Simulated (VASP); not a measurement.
# Ga in VASP: notebook

Runs on Ga. Level: PBE. Tasks: single point.

Program: VASP 6.6.1. These are calculated values, not measurements. Logs are shortened: lines on timing, memory, paths and dates and some standing lists are left out, and cuts for length are marked.

### 1 The cell of the first run

It takes space group Cmcm (No. 63, orthorhombic). Conventional cell: a = 2.890 Å, b = 8.103 Å, c = 3.159 Å, α = 90.00°, β = 90.00°, γ = 90.00°. Within 3.5 Å of Ga (site symmetry m2m) lie 10 Ga at 2.67 to 3.16 Å.

### 2 Single point, PBE (volume scaled by 0.99)

File INCAR:

```
SYSTEM = Ga
  ALGO = Normal
  EDIFF = 1E-6
  ENCUT = 520
  GGA = PE
  ISIF = 2
  ISMEAR = -1
  LASPH = .True.
  LCHARG = .False.
  LREAL = .False.
  LWAVE = .False.
  NBANDS = 20
  NELM = 80
  PREC = Accurate
  SIGMA = 0.08
```

File KPOINTS:

```
k-points
0
Gamma
  12 12 10
  0 0 0
```

File POSCAR:

```
Ga
1.0
    1.4451504654     -4.0514045807      0.0000000000
    1.4451504654      4.0514045807      0.0000000000
    0.0000000000      0.0000000000      3.1593979141
Ga
2
Direct
    0.8670000000      0.1330000000      0.2500000000
    0.1330000000      0.8670000000      0.7500000000
```

Potentials or basis: VASP PAW PBE potentials, release 64 (Ga_d).

The run is started by

```console
> cat potpaw_PBE.64/Ga_d/POTCAR > POTCAR
> mpirun -np 1 vasp_std > vasp.out
```

OUTCAR:

```text
SYSTEM = Ga
   EDIFF = 1E-6
   ENCUT = 520
   GGA = PE
   ISIF = 2
   ISMEAR = -1
   LASPH = .True.
   LREAL = .False.
   NELM = 80
   PREC = Accurate

 ion  position               nearest neighbor table
   1  0.867  0.133  0.250-   2 2.67   2 2.67   2 2.86   2 2.86   2 2.86   2 2.86
   2  0.133  0.867  0.750-   1 2.67   1 2.67   1 2.86   1 2.86   1 2.86   1 2.86

  LATTYP: Found a base centered orthorhombic cell.
 ALAT       =     2.8903009308
 B/A-ratio  =     2.8034482759
 C/A-ratio  =     1.0931034483

  Lattice vectors:

 A1 = (   1.4451504654,  -4.0514045807,   0.0000000000)
 A2 = (   1.4451504654,   4.0514045807,   0.0000000000)
 A3 = (   0.0000000000,   0.0000000000,   3.1593979141)

Analysis of symmetry for initial positions (statically):
=====================================================================
 Subroutine PRICEL returns:
 Original cell was already a primitive cell.

 Routine SETGRP: Setting up the symmetry group for a
 base centered orthorhombic supercell.

 Subroutine GETGRP returns: Found  8 space group operations
 (whereof  4 operations were pure point group operations)
 out of a pool of  8 trial point group operations.

The static configuration has the point symmetry C_2h.
 The point group associated with its full space group is D_2h.

Analysis of symmetry for dynamics (positions and initial velocities):
=====================================================================
 Subroutine PRICEL returns:
 Original cell was already a primitive cell.

 Routine SETGRP: Setting up the symmetry group for a
 base centered orthorhombic supercell.

 Subroutine GETGRP returns: Found  8 space group operations
 (whereof  4 operations were pure point group operations)
 out of a pool of  8 trial point group operations.

The dynamic configuration has the point symmetry C_2h.
 The point group associated with its full space group is D_2h.

 Subroutine INISYM returns: Found  8 space group operations
 (whereof  4 operations are pure point group operations),
 and found     1 'primitive' translations

----------------------------------------------------------------------------------------

                                     Primitive cell

  volume of cell :      36.9958

  direct lattice vectors                    reciprocal lattice vectors
     1.445150465 -4.051404581  0.000000000     0.345984734 -0.123413989  0.000000000
     1.445150465  4.051404581  0.000000000     0.345984734  0.123413989  0.000000000
     0.000000000  0.000000000  3.159397914     0.000000000  0.000000000  0.316516003

  length of vectors
     4.301434522  4.301434522  3.159397914     0.367336969  0.367336969  0.316516003

  position of ions in fractional coordinates (direct lattice)
     0.867000000  0.133000000  0.250000000
     0.133000000  0.867000000  0.750000000

  ion indices of the primitive-cell ions
   primitive index   ion index
                 1           1
                 2           2

----------------------------------------------------------------------------------------

 KPOINTS: k-points

Automatic generation of k-mesh.
 Grid dimensions read from file:
 generate k-points for:   12   12   10

 Generating k-lattice:

  Cartesian coordinates                     Fractional coordinates (reciprocal lattice)
     0.028832061 -0.010284499  0.000000000     0.083333333  0.000000000  0.000000000
     0.028832061  0.010284499  0.000000000     0.000000000  0.083333333  0.000000000
     0.000000000  0.000000000  0.031651600     0.000000000  0.000000000  0.100000000

  Length of vectors
     0.030611414  0.030611414  0.031651600

  Shift w.r.t. Gamma in fractional coordinates (k-lattice)
     0.000000000  0.000000000  0.000000000

 Subroutine IBZKPT returns following result:
 ===========================================

 Found    258 irreducible k-points:

 Following reciprocal coordinates:
            Coordinates               Weight
  0.000000  0.000000  0.000000      1.000000
  0.083333  0.000000  0.000000      4.000000
  0.166667 -0.000000  0.000000      4.000000
  0.250000  0.000000  0.000000      4.000000
  0.333333 -0.000000  0.000000      4.000000
  0.416667  0.000000  0.000000      4.000000
[... 16 lines left out ...]
  0.500000  0.166667  0.000000      4.000000
 -0.416667  0.166667  0.000000      4.000000
 [... further k-points ...]
   k-points           NKPTS =    258   k-points in BZ     NKDIM =    258   number of bands    NBANDS=     20
   number of dos      NEDOS =    301   number of ions     NIONS =      2
   total plane-waves  NPLWV =  24576
   dimension x,y,z NGX =    32 NGY =   32 NGZ =   24
   dimension x,y,z NGXF=    64 NGYF=   64 NGZF=   48
   ions per type =               2
   NGX,Y,Z   is equivalent  to a cutoff of  12.37, 12.37, 12.63 a.u.
   NGXF,Y,Z  is equivalent  to a cutoff of  24.74, 24.74, 25.26 a.u.
 SYSTEM =  Ga
   PREC   = accura    normal or accurate (medium, high low for compatibility)
   ISTART =      0    job   : 0-new  1-cont  2-samecut
   ICHARG =      2    charge: 1-file 2-atom 10-const
   ISPIN  =      1    spin polarized calculation?
   LNONCOLLINEAR =      F non collinear calculations
   LSORBIT =      F    spin-orbit coupling
   LASPH  =      T    aspherical Exc in radial PAW
   ENCUT  =  520.0 eV  38.22 Ry    6.18 a.u.   8.00  8.00  5.87*2*pi/ulx,y,z
   NELM   =     80;   NELMIN=  2; NELMDL= -5     # of ELM steps
   EDIFF  = 0.1E-05   stopping-criterion for ELM
   LREAL  =      F    real-space projection
   EDIFFG = 0.1E-04   stopping-criterion for IOM
   NSW    =      0    number of steps for IOM
   IBRION =     -1    ionic relax: 0-MD 1-quasi-New 2-CG
   NFREE  =      0    steps in history (QN), initial steepest desc. (CG)
   ISIF   =      2    stress and relaxation
   ISYM   =      2    0-nonsym 1-usesym 2-fastsym
   POTIM  = 0.5000    time-step for ionic-motion
   TEBEG  =    0.0;   TEEND  =   0.0 temperature during run
   PSTRESS=    0.0 pullay stress
   NELECT =      26.0000    total number of electrons
   NUPDOWN=      -1.0000    fix difference up-down
   EMIN   =  10.00;   EMAX   =-10.00  energy-range for DOS
   EFERMI =   0.00;   METHOD = LEGACY
   ISMEAR =    -1;   SIGMA  =   0.08  broadening in eV -4-tet -1-fermi 0-gaus
   EFERMI_NEDOS =   21; number of points for ismear=-14 and -15
   IALGO  =     38    algorithm
   IMIX   =      4    mixing-type and parameters
     AMIX     =   0.40;   BMIX     =  1.00
     AMIX_MAG =   1.60;   BMIX_MAG =  1.00
  volume/ion in A,a.u.               =      18.50       124.83
  Fermi-wavevector in a.u.,A,eV,Ry     =   1.455509  2.750514 28.824037  2.118507
  Thomas-Fermi vector in A             =   2.572535
   LORBIT       =      0    0 simple, 1 ext, 2 COOP (PROOUT), +10 PAW based schemes
   GGA     = PE    functional components
[... 5 lines left out ...]
 non-spin polarized calculation
  energy-cutoff  :      520.00
  volume of cell :       37.00
 maximum number of plane-waves:      1020
   NGX = 15   NGY = 15   NGZ = 11

 number of electron      25.9999997 magnetization

 Free energy of the ion-electron system (eV)
  ---------------------------------------------------
  ext. energy  EPLUGINS =         0.00000000
  ---------------------------------------------------
  free energy    TOTEN  =        -5.75490585 eV

  energy without entropy =       -5.73807943  energy(sigma->0) =       -5.74649264

 E-fermi :   5.7754     XC(G=0): -11.0695

 val. band max:        5.7627679808   @ k =   0.3333   0.0833   0.5000
 cond. band min:       5.7870235703   @ k =   0.3333   0.2500   0.4000
 fundamental gap:      0.0242555895
 Fermi energy:         5.7754430212

 k-point     1 :       0.0000    0.0000    0.0000
  band No.  band energies     occupation
      1      -9.4679      2.00000
      2      -9.4413      2.00000
      3      -9.3708      2.00000
      4      -9.3567      2.00000
      5      -9.1609      2.00000
      6      -9.1454      2.00000
[... 12 lines left out ...]
     19      17.1100      0.00000
     20      17.5446      0.00000

 k-point     2 :       0.0833    0.0000    0.0000
  band No.  band energies     occupation
      1      -9.4606      2.00000
      2      -9.4367      2.00000
      3      -9.3676      2.00000
      4      -9.3294      2.00000
      5      -9.1691      2.00000
      6      -9.1542      2.00000
[... 12 lines left out ...]
     19      17.6158      0.00000
     20      18.9562      0.00000

 k-point     3 :       0.1667   -0.0000    0.0000
  band No.  band energies     occupation
      1      -9.4411      2.00000
      2      -9.4245      2.00000
      3      -9.3462      2.00000
      4      -9.2758      2.00000
      5      -9.1883      2.00000
      6      -9.1789      2.00000
[... 12 lines left out ...]
     19      18.1073      0.00000
     20      21.2727      0.00000

 k-point     4 :       0.2500    0.0000    0.0000
  band No.  band energies     occupation
      1      -9.4152      2.00000
      2      -9.4083      2.00000
      3      -9.3187      2.00000
      4      -9.2645      2.00000
      5      -9.2142      2.00000
      6      -9.1615      2.00000
[... 12 lines left out ...]
     19      18.2372      0.00000
     20      21.1114      0.00000

 k-point     5 :       0.3333   -0.0000    0.0000
  band No.  band energies     occupation
      1      -9.3930      2.00000
      2      -9.3927      2.00000
      3      -9.3075      2.00000
      4      -9.2876      2.00000
      5      -9.2514      2.00000
      6      -9.1448      2.00000
[... 12 lines left out ...]
     19      18.0143      0.00000
     20      19.2675      0.00000
[... 353 lines left out ...]
      6      -9.1753      2.00000
[... 12 lines left out ...]
     19      16.7679      0.00000
     20      18.0458      0.00000

 k-point    22 :       0.4167    0.1667    0.0000
  band No.  band energies     occupation
      1      -9.3892      2.00000
      2      -9.3747      2.00000
      3      -9.3280      2.00000
      4      -9.2645      2.00000
      5      -9.2466      2.00000
      6      -9.1768      2.00000
[... 12 lines left out ...]
     19      16.8228      0.00000
     20      17.7632      0.00000

 k-point    23 :       0.5000    0.1667    0.0000
  band No.  band energies     occupation
      1      -9.3818      2.00000
      2      -9.3605      2.00000
      3      -9.3254      2.00000
      4      -9.2705      2.00000
      5      -9.2598      2.00000
      6      -9.1824      2.00000
[... 12 lines left out ...]
     19      15.7552      0.00000
     20      17.2325      0.00000

 k-point    24 :      -0.4167    0.1667    0.0000
  band No.  band energies     occupation
      1      -9.3873      2.00000
      2      -9.3603      2.00000
      3      -9.3463      2.00000
      4      -9.2778      2.00000
      5      -9.2378      2.00000
      6      -9.1800      2.00000
[... 12 lines left out ...]
     19      16.5512      0.00000
     20      18.4923      0.00000

 [... further k-points ...]
[... 5 lines left out ...]
  --------------------------------------------------------------------------------------
  -------------------------------------------------------------------------------------
  Total       -0.0613601      0.8100678      0.7718400      0.0000000      0.0000000      0.0000000
  in kB       -2.6573171     35.0815642     33.4260342      0.0000000      0.0000000      0.0000000
  external PRESSURE =      21.9500937 kB  Pullay stress =       0.0000000 kB

 VOLUME and BASIS-vectors are now :
 -----------------------------------------------------------------------------
  energy-cutoff  :      520.00
  volume of cell :       37.00
      direct lattice vectors                 reciprocal lattice vectors
     1.445150465 -4.051404581  0.000000000     0.345984734 -0.123413989  0.000000000
     1.445150465  4.051404581  0.000000000     0.345984734  0.123413989  0.000000000
     0.000000000  0.000000000  3.159397914     0.000000000  0.000000000  0.316516003

 POSITION                                       TOTAL-FORCE (eV/Angst)
 -----------------------------------------------------------------------------------
      1.44515     -2.97373      0.78985         0.000000      0.201974     -0.000000
      1.44515      2.97373      2.36955         0.000000     -0.201974      0.000000
 -----------------------------------------------------------------------------------
    total drift:                                0.000000      0.000000     -0.000000

  FREE ENERGIE OF THE ION-ELECTRON SYSTEM (eV)
  ---------------------------------------------------
  free  energy   TOTEN  =        -5.7549058542 eV

  energy  without entropy=       -5.7380794277  energy(sigma->0) =       -5.74649264
```

Wall time 3 min (1 thread of Intel Xeon Platinum 8259CL at 2.50GHz (Skylake/Cascade Lake), shared host); peak memory 0.28 GiB.

What came out:

```yaml
Free_energy: -5.7549 eV
Pressure: 2.2 GPa
Largest_force: 0.202 eV/Å
Band_gap_on_the_k_mesh: zero (band 13 reaches 10.91 eV, above the bottom of band 14 at 1.46 eV)
```

Forces in eV/Å, atoms in the order of the input:
```
Ga   0.000  0.202  0.000
Ga   0.000 -0.202  0.000
```

Levels at points of the mesh, in eV from the Fermi level:
```
           k point  band 11  band 12  band 13  band 14  band 15  band 16
(0.00, 0.00, 0.00)   -11.35    -2.33    -1.58     2.88     6.58     7.86
(0.50, 0.00, 0.00)    -6.76    -5.49    -1.82    -0.44     6.53     6.76
(0.50, 0.50, 0.00)    -9.31    -8.67     5.14     5.80     5.87     7.12
(0.00, 0.00, 0.50)    -7.49    -7.49     1.83     1.83     2.50     2.50
(0.50, 0.00, 0.50)    -3.09    -3.09    -1.64    -1.64     1.84     1.84
(0.50, 0.50, 0.50)    -5.64    -5.64    -4.31    -4.31     9.64     9.64
```

### 3 Single point, PBE (volume scaled by 1.01)

File INCAR:

```
  PREC = Accurate
  ENCUT = 520
  EDIFF = 1E-6
  ISMEAR = -1
  SIGMA = 0.08
  LREAL = False
  LASPH = True
  NELM = 100
  ALGO = Normal
  ISIF = 2
  LWAVE = False
  LCHARG = False
  GGA = PE
  NBANDS = 20
```

File KPOINTS:

```
regular mesh
0
Gamma
  12 12 10
```

File POSCAR:

```
Ga
1.0
    1.4548173111     -4.0785050826      0.0000000000
    1.4548173111      4.0785050826      0.0000000000
    0.0000000000      0.0000000000      3.1805316388
Ga
2
Direct
    0.8670000000      0.1330000000      0.2500000000
    0.1330000000      0.8670000000      0.7500000000
```

Potentials or basis: VASP PAW PBE potentials, release 64 (Ga_d).

The run is started by

```console
> cat potpaw_PBE.64/Ga_d/POTCAR > POTCAR
> mpirun -np 1 vasp_std > vasp.out
```

OUTCAR:

```text
PREC = Accurate
   ENCUT = 520
   EDIFF = 1E-6
   ISMEAR = -1
   LREAL = False
   LASPH = True
   NELM = 100
   ISIF = 2
   GGA = PE

 ion  position               nearest neighbor table
   1  0.867  0.133  0.250-   2 2.69   2 2.69   2 2.88   2 2.88   2 2.88   2 2.88
   2  0.133  0.867  0.750-   1 2.69   1 2.69   1 2.88   1 2.88   1 2.88   1 2.88

  LATTYP: Found a base centered orthorhombic cell.
 ALAT       =     2.9096346222
 B/A-ratio  =     2.8034482759
 C/A-ratio  =     1.0931034483

  Lattice vectors:

 A1 = (   1.4548173111,  -4.0785050826,   0.0000000000)
 A2 = (   1.4548173111,   4.0785050826,   0.0000000000)
 A3 = (   0.0000000000,   0.0000000000,   3.1805316388)

Analysis of symmetry for initial positions (statically):
=====================================================================
 Subroutine PRICEL returns:
 Original cell was already a primitive cell.

 Routine SETGRP: Setting up the symmetry group for a
 base centered orthorhombic supercell.

 Subroutine GETGRP returns: Found  8 space group operations
 (whereof  4 operations were pure point group operations)
[... 161 lines left out ...]
  free energy    TOTEN  =        -5.76310044 eV

  energy without entropy =       -5.74594889  energy(sigma->0) =       -5.75452466

 E-fermi :   5.5787     XC(G=0): -10.9693

 val. band max:        5.5744375590   @ k =   0.1667   0.0000   0.1000
 cond. band min:       5.5954788383   @ k =   0.3333   0.2500   0.4000
 fundamental gap:      0.0210412793
 Fermi energy:         5.5786646105

 k-point     1 :       0.0000    0.0000    0.0000
  band No.  band energies     occupation
      1      -9.6228      2.00000
      2      -9.5995      2.00000
      3      -9.5322      2.00000
      4      -9.5166      2.00000
      5      -9.3320      2.00000
      6      -9.3180      2.00000
[... 541 lines left out ...]
     19      16.1782      0.00000
     20      18.1374      0.00000

 [... further k-points ...]

------------------------ aborting loop because EDIFF is reached ----------------------------------------

  FORCE on cell =-STRESS in cart. coord.  units (eV):
  Direction    XX          YY          ZZ          XY          YZ          ZX
  --------------------------------------------------------------------------------------
  -------------------------------------------------------------------------------------
  Total       -0.2822900      0.5570282      0.4977083      0.0000000      0.0000000      0.0000000
  in kB      -11.9830355     23.6455030     21.1274093      0.0000000      0.0000000      0.0000000
  external PRESSURE =      10.9299589 kB  Pullay stress =       0.0000000 kB

 VOLUME and BASIS-vectors are now :
 -----------------------------------------------------------------------------
  energy-cutoff  :      520.00
  volume of cell :       37.74
      direct lattice vectors                 reciprocal lattice vectors
     1.454817311 -4.078505083  0.000000000     0.343685765 -0.122593938  0.000000000
     1.454817311  4.078505083  0.000000000     0.343685765  0.122593938  0.000000000
     0.000000000  0.000000000  3.180531639     0.000000000  0.000000000  0.314412845

 POSITION                                       TOTAL-FORCE (eV/Angst)
 -----------------------------------------------------------------------------------
      1.45482     -2.99362      0.79513         0.000000      0.191328     -0.000000
      1.45482      2.99362      2.38540         0.000000     -0.191328      0.000000
 -----------------------------------------------------------------------------------
    total drift:                                0.000000      0.000000     -0.000000

  FREE ENERGIE OF THE ION-ELECTRON SYSTEM (eV)
  ---------------------------------------------------
  free  energy   TOTEN  =        -5.7631004351 eV

  energy  without entropy=       -5.7459488902  energy(sigma->0) =       -5.75452466
```

OSZICAR:

```text
N       E                     dE             d eps       ncg     rms          rms(c)
DAV:   1     0.131801868777E+03    0.13180E+03   -0.13190E+04 10888   0.245E+03
DAV:   2     0.580785694832E+01   -0.12599E+03   -0.12285E+03 10596   0.384E+02
DAV:   3    -0.563665982295E+01   -0.11445E+02   -0.11375E+02 11624   0.946E+01
DAV:   4    -0.581192135745E+01   -0.17526E+00   -0.17517E+00 11752   0.129E+01
DAV:   5    -0.581488845399E+01   -0.29671E-02   -0.29669E-02 11820   0.166E+00    0.137E+00
DAV:   6    -0.577259335697E+01    0.42295E-01   -0.83082E-02 13900   0.475E+00    0.713E-01
DAV:   7    -0.576399099357E+01    0.86024E-02   -0.16960E-02 14860   0.181E+00    0.193E-01
DAV:   8    -0.576308034212E+01    0.91065E-03   -0.22278E-03 11124   0.653E-01    0.189E-02
DAV:   9    -0.576310011590E+01   -0.19774E-04   -0.10728E-04 12400   0.109E-01    0.718E-03
DAV:  10    -0.576310043505E+01   -0.31915E-06   -0.59615E-06 10948   0.290E-02
   1 F= -.57631004E+01 E0= -.57545247E+01  d E =-.171515E-01
```

stdout:

```text
POSCAR found type information on POSCAR Ga
 POSCAR found :  1 types and       2 ions
 scaLAPACK will be used
 LDA part: xc-table for (Slater+PW92), standard interpolation
 POSCAR, INCAR and KPOINTS ok, starting setup
 FFT: planning ... GRIDC
 FFT: planning ... GRID_SOFT
 FFT: planning ... GRID
 WAVECAR not read
 entering main loop
```

It took 2.9 min on 1 thread of Intel Xeon Platinum 8259CL at 2.50GHz (Skylake/Cascade Lake), shared host; peak memory 0.28 GiB.

Results:

- Free energy: -5.7631 eV
- Pressure: 1.1 GPa
- Largest force: 0.191 eV/Å
- Band gap on the k mesh: zero (band 13 reaches 10.66 eV, above the bottom of band 14 at 1.37 eV)

Forces in eV/Å, atoms in the order of the input:
```
Ga   0.000  0.191  0.000
Ga   0.000 -0.191  0.000
```

(Part 1 of 2 ends here.)
